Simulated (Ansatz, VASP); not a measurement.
**Two plane-wave programs on Si7Ge**

```
CELL_PARAMETERS angstrom
5.46797 0.00000 0.00000
0.00000 5.46797 0.00000
0.00000 0.00000 5.46797
ATOMIC_POSITIONS crystal
Si 0.25243 0.25243 0.25243
Si 0.00000 0.50000 0.50000
Si 0.50000 0.50000 0.00000
Si 0.50000 0.00000 0.50000
Si 0.74757 0.25243 0.74757
Si 0.74757 0.74757 0.25243
Si 0.25243 0.74757 0.74757
Ge 0.00000 0.00000 0.00000
```

Alike in both runs: functional r2SCAN; k mesh 8 × 8 × 8; occupations gaussian, width 0.02 eV; no spin polarisation.

Ansatz relaxed the structure, and its values are those at the end. VASP's run is a single point on that final structure, the one shown.

|  | VASP | Ansatz |
| --- | --- | --- |
| version | VASP 6.6.1 | Ansatz 0.2.0 |
| potentials or method | VASP PAW PBE potentials, release 64 (Si, Ge_d), cutoff 520 eV | scalar-relativistic, plane waves, PAW |
| valence electrons in the cell | 42 | 42 |

```csv
,VASP,Ansatz,Ansatz less VASP
gap on the k mesh at the Fermi level (eV),0.60,0.59,-0.011
least direct gap on the mesh (eV),0.60,0.59,-0.011
pressure (GPa),-0.2,0.0,+0.19
rms of the force components (eV/Å),0.008,0.001,-0.0068
```

VASP's potentials were made for PBE, not for r2SCAN.
